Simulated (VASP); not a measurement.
The system is TiTe2.

```
Te Ti
1.0
     3.77700    0.00000    0.00000
    -1.88850    3.27098    0.00000
     0.00000    0.00000    6.49800
Te Ti
2 1
Cartesian
  0.0000 2.1807 4.7903
  1.8885 1.0903 1.7077
  0.0000 0.0000 0.0000
```

- Program: VASP 6.6.1
- Task: relaxation of cell and atoms
- Functional: revPBE
- Potentials or basis: VASP PAW PBE potentials, release 64 (Te, Ti_sv)
- Cutoff: 600 eV
- k mesh: 8 × 8 × 4
- Occupations: fermi-dirac, width 0.05 eV
- Spin: no spin polarisation

At the start: pressure 2.3 GPa; volume 26.76 Å³/atom.

Task: How do energy, volume and symmetry change on relaxing?

Result: Over 38 steps the energy falls by 32.3 meV/atom and the volume is 36.42 Å³/atom (+36.1 %); space group P-3m1 (No. 164, to 0.1 Å) before and after.

The path:
| step | energy change (eV) | largest force (eV/Å) | pressure (GPa) | volume (Å³) |
| --- | --- | --- | --- | --- |
| 1 | 0.0000 | 0.0785 | 2.27 | 80.28 |
| 2 | -0.0130 | 0.4126 | -1.15 | 84.76 |
| 3 | -0.0197 | 0.2379 | 0.05 | 83.06 |
| 4 | -0.0245 | 0.2030 | 0.04 | 83.52 |
| 5 | -0.0353 | 0.1014 | 0.02 | 84.92 |
| 6 | -0.0420 | 0.0903 | 0.16 | 87.76 |
| 7 | -0.0467 | 0.0225 | -0.11 | 88.74 |
| 8 | -0.0535 | 0.1306 | -0.76 | 91.24 |
| 9 | -0.0499 | 0.4289 | -1.87 | 96.18 |
| 10 | -0.0560 | 0.1828 | -0.95 | 92.39 |
| 11 | -0.0593 | 0.1769 | -0.85 | 92.54 |
| 12 | -0.0677 | 0.1602 | -0.57 | 92.97 |
| 13 | -0.0758 | 0.1224 | 0.03 | 93.75 |
| 14 | -0.0760 | 0.1182 | 0.11 | 93.84 |
| 15 | -0.0771 | 0.0986 | 0.19 | 94.05 |
| 16 | -0.0799 | 0.0395 | 0.37 | 94.69 |
| 17 | -0.0825 | 0.0825 | 0.77 | 95.98 |
| 18 | -0.0833 | 0.0770 | 0.73 | 96.26 |
| 19 | -0.0855 | 0.0632 | 0.58 | 97.12 |
| 20 | -0.0887 | 0.0367 | 0.30 | 98.84 |
| 21 | -0.0913 | 0.0099 | -0.15 | 102.35 |
| 22 | -0.0913 | 0.0127 | -0.17 | 102.57 |
| 23 | -0.0918 | 0.0085 | -0.17 | 102.96 |
| 24 | -0.0933 | 0.0041 | -0.13 | 104.12 |
| 25 | -0.0951 | 0.0366 | -0.03 | 106.45 |
| 26 | -0.0942 | 0.1305 | 0.32 | 111.08 |
| 27 | -0.0946 | 0.1085 | 0.21 | 111.92 |
| 28 | -0.0949 | 0.0827 | 0.11 | 112.90 |
| 29 | -0.0948 | 0.0354 | -0.08 | 114.86 |
| 30 | -0.0950 | 0.0702 | 0.05 | 113.49 |
| 31 | -0.0950 | 0.0735 | 0.07 | 113.35 |
| 32 | -0.0952 | 0.0659 | 0.05 | 113.18 |
| 33 | -0.0958 | 0.0429 | -0.01 | 112.65 |
| 34 | -0.0964 | 0.0018 | -0.13 | 111.60 |
| 35 | -0.0960 | 0.0854 | -0.36 | 109.51 |
| 36 | -0.0965 | 0.0271 | -0.20 | 110.92 |
| 37 | -0.0969 | 0.0124 | -0.09 | 110.06 |
| 38 | -0.0970 | 0.0013 | 0.02 | 109.26 |

Final structure:
```
Te Ti
1.0
     3.79111    0.00000    0.00000
    -1.89556    3.28320    0.00000
     0.00000    0.00000    8.77799
Te Ti
2 1
Direct
  0.33333 0.66667 0.80133
  0.66667 0.33333 0.19867
  0.00000 0.00000 0.00000
```

Caveat: the volume moved by over 15 % at a fixed basis, so the end points are rough; the PAW data sets were made with another functional, which shifts forces and pressure a little; this functional lacks dispersion, which binds layers or chains, so the pressure and a relaxed spacing across them are unreliable.
